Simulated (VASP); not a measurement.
Write the native input for VASP 6.6.1 that does the following.

| Item | Value |
| --- | --- |
| Task | single point |
| Functional | PBE |
| Potentials or basis | VASP PAW PBE potentials, release 64 (Be, Cd, Te) |
| Cutoff | 520 eV |
| k mesh | 2 × 2 × 2 |
| Occupations | gaussian, width 0.1 eV |
| Spin | no spin polarisation |
| Dipole correction | no |
| Further INCAR settings | LREAL = Auto; ALGO = Normal; EDIFF = 1e-06; NBANDS = 76 |

The structure of BeCd3Te4 lies in POSCAR:

```
BeCd3Te4
1.0
    0.0000000000      0.0000000000     -7.3941967735
    0.0000000000     -7.7711169627      0.0000000000
   -8.9781203457      0.0000000000      0.0000000000
Be Cd Te
2 6 8
Direct
    0.5028431653      0.8286163885      0.5000000000
    0.0028431653      0.1713836115      0.0000000000
    0.9985572062      0.6707775792      0.2478605022
    0.9985572062      0.6707775792      0.7521394978
    0.5013949141      0.8464382269      0.0000000000
    0.4985572062      0.3292224208      0.7478605022
    0.4985572062      0.3292224208      0.2521394978
    0.0013949141      0.1535617731      0.5000000000
    0.1145213906      0.8727115754      0.0000000000
    0.1684709331      0.8227765119      0.5000000000
    0.6128275923      0.6803481590      0.7266089971
    0.6128275923      0.6803481590      0.2733910029
    0.6145213906      0.1272884246      0.5000000000
    0.6684709331      0.1772234881      0.0000000000
    0.1128275923      0.3196518410      0.2266089971
    0.1128275923      0.3196518410      0.7733910029
```

One way to write it, as run:

INCAR

```
  PREC = Accurate
  ENCUT = 520
  EDIFF = 1E-6
  ISMEAR = 0
  SIGMA = 0.1
  LREAL = Auto
  LASPH = True
  NELM = 60
  ALGO = Normal
  ISIF = 2
  LWAVE = False
  LCHARG = False
  GGA = PE
  NBANDS = 76
```

KPOINTS

```
regular mesh
0
Gamma
  2 2 2
```

Potentials or basis: VASP PAW PBE potentials, release 64 (Be, Cd, Te).

Command:

```bash
$ cat potpaw_PBE.64/Be/POTCAR potpaw_PBE.64/Cd/POTCAR potpaw_PBE.64/Te/POTCAR > POTCAR
$ mpirun -np 1 vasp_std > vasp.out
```

It gave:

```yaml
Pressure: 0.1 GPa
Largest_force: 0.063 eV/Å
Band_gap_on_the_k_mesh: 1.08 eV
```

Caveat: the k points lie up to 0.42 Å⁻¹ apart; spin-orbit coupling is left out, which moves the levels of the heavy elements.

Run time: 5.7 min on 1 thread of Intel(R) Xeon(R) 6975P-C (Granite Rapids), with other jobs on the host, peak memory 0.61 GiB.
